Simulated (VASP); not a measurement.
Here is a VASP 6.6.1 calculation.

INCAR

```
SYSTEM = SrO
PREC = Accurate ; ENCUT = 520
EDIFF = 1E-7 ; ISMEAR = -1
SIGMA = 0.146 ; LREAL = Auto
LASPH = .True. ; NELM = 80
ALGO = Normal ; ISIF = 2
LWAVE = .False. ; LCHARG = .True.
GGA = PS ; LELF = .True.
LVHAR = .True. ; NBANDS = 78
```

Contents of KPOINTS:

```
Automatic mesh
0
Gamma
  2 2 2
  0 0 0
```

File POSCAR:

```
SrO
1.0
    0.0000000000      5.1597846531      5.1597846531
    5.1597846531      0.0000000000      5.1597846531
    5.1597846531      5.1597846531      0.0000000000
Sr O
8 8
Direct
    0.0101663158      0.0150618689     -0.0312817319
   -0.0152830991     -0.0033161268      0.4823153808
    0.0056104086      0.5084498049      0.0008524581
   -0.0002131872      0.5110407076      0.5016350825
    0.4831770447      0.0204108324      0.0329034081
    0.4986407715     -0.0215379144      0.4922025183
    0.4896155886      0.4948642573      0.0245419157
    0.4866866873      0.4737648302      0.5098287384
    0.2353010991      0.2684317453      0.2698424631
    0.2123632232      0.2665807960      0.8233462801
    0.2611780511      0.6926483837      0.2812566023
    0.2301574736      0.7364822867      0.7444975437
    0.7094579030      0.2510728814      0.2541503354
    0.7638876940      0.2134511562      0.7311243111
    0.7601733917      0.7863357238      0.2427787368
    0.7359188911      0.7446894121      0.7669322009
```

Potentials or basis: VASP PAW PBE potentials, release 64 (Sr_sv, O).

Command:

```console
$ cat potpaw_PBE.64/Sr_sv/POTCAR potpaw_PBE.64/O/POTCAR > POTCAR
$ mpirun -np 1 vasp_std > vasp.out
```

Predict the largest force.

2.455 eV/Å.

What does it give for the pressure?

1.8 GPa.

Predict the band gap on the k mesh.

3.20 eV, direct.

Forces on the atoms (eV/Å):
```
Sr   0.012 -0.162 -0.829
Sr   0.614  0.476 -0.266
Sr   2.119 -0.722 -0.508
Sr   0.114 -0.373 -1.293
Sr  -1.668 -0.200  0.115
Sr   0.846  0.690 -0.041
Sr  -0.518 -0.727  0.787
Sr   0.502  0.958  0.267
O   -0.644  0.111 -0.517
O   -2.448 -0.133  0.127
O    0.783 -0.927  1.192
O    0.158  0.153  1.141
O   -0.300  0.999  0.183
O    0.848  0.111  0.164
O   -0.347  0.156 -0.610
O   -0.070 -0.409  0.087
```

Caveat: the k points lie up to 0.53 Å⁻¹ apart; the PAW data sets were made with another functional, which shifts forces and pressure a little. As with any semilocal functional, this PBEsol gap is likely too small.
